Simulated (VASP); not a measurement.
Be: single point with PBE

Crystal: Be.

```
Be
1.0
     0.00000    2.51312    2.51312
     2.51312    0.00000    2.51312
     2.51312    2.51312    0.00000
Be
2
Direct
  0.12500 0.12500 0.12500
  0.87500 0.87500 0.87500
```

This cell differs from its parent crystal: volume scaled by 1.08.

| Item | Value |
| --- | --- |
| Program | VASP 6.6.1 |
| Task | single point |
| Functional | PBE |
| Potentials or basis | VASP PAW PBE potentials, release 64 (Be) |
| Cutoff | 520 eV |
| k mesh | 13 × 13 × 13 |
| Occupations | fermi-dirac, width 0.1 eV |
| Spin | no spin polarisation |

```yaml
Pressure: -3.0 GPa
Band_gap_on_the_k_mesh: zero (band 2 reaches 5.90 eV, above the bottom of band 3 at 0.19 eV)
```

Levels at points of the mesh, in eV from the Fermi level:
```tsv
k point	band 1	band 2	band 3	band 4	band 5
(0.00, 0.00, 0.00)	-6.98	4.51	4.51	4.51	6.97
```

Wall time 12 s on 1 thread of AMD EPYC 9R45 96-Core Processor (Zen 5), on a shared host, peak memory 0.13 GiB.
